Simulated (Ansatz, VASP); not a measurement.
Two plane-wave programs on AlN

Contents of INCAR:

```
SYSTEM = AlN
PREC = Accurate
ENCUT = 520
EDIFF = 1E-6
ISMEAR = 0
SIGMA = 0.02
LREAL = .False.
LASPH = .True.
NELM = 100
ALGO = Normal
ISIF = 2
LWAVE = .False.
LCHARG = .False.
IBRION = 2
NSW = 60
EDIFFG = -0.002
```

The input KPOINTS:

```
Automatic mesh
0
Gamma
  10 10 10
  0 0 0
```

The input POSCAR:

```
AlN
1.0
    0.0000000000      2.1847547396      2.1847547396
    2.1847547396      0.0000000000      2.1847547396
    2.1847547396      2.1847547396      0.0000000000
Al N
1 1
Direct
    0.0000000000      0.0000000000      0.0000000000
    0.2500000000      0.2500000000      0.2500000000
```

Input for Ansatz:

```yaml
crystal:
  lattice:
    - [0.0, 2.1847547396, 2.1847547396]
    - [2.1847547396, 0.0, 2.1847547396]
    - [2.1847547396, 2.1847547396, 0.0]
  atoms:
    - { symbol: Al, position: [0.0, 0.0, 0.0] }
    - { symbol: "N", position: [0.25, 0.25, 0.25] }
basis:
  ecutwfc: 420
kpoints:
  mp_grid: { grid: [10, 10, 10] }
hamiltonian:
  xc: lda
  pseudopotentials: { kind: paw, azcp: { folder: soft_1 } }
scf:
  occupations: { method: gaussian, width: 0.02 }
output:
  forces: true
  stress: true
  eigenvalues: true
relax:
  adjacent_minimum: "off"
  f_tol: 0.002
  max_steps: 40
```

Change from the starting cell: strained cell.

Alike in both runs: task relaxation of the atoms; functional LDA; k mesh 10 × 10 × 10; occupations gaussian, width 0.02 eV; no spin polarisation.

|  | VASP | Ansatz |
| --- | --- | --- |
| version | VASP 6.6.1 | Ansatz 0.2.0 |
| potentials or method | VASP PAW LDA potentials, release 64 (Al, N), cutoff 520 eV | scalar-relativistic, plane waves, PAW |
| valence electrons in the cell | 8 | 8 |

```csv
,VASP,Ansatz,Ansatz less VASP
"gap on the k mesh at the Fermi level, each at its own relaxed structure (eV)",3.22,3.24,+0.018
```

Ansatz warns that its potentials were made for another functional, while VASP's fit it. LDA's correlation is that of Perdew and Zunger in VASP and of Perdew and Wang (1992) in Ansatz. Ansatz's warnings: stress scf threshold loose.

Noted on VASP's run: the relaxation stopped at its first step, so nothing moved.
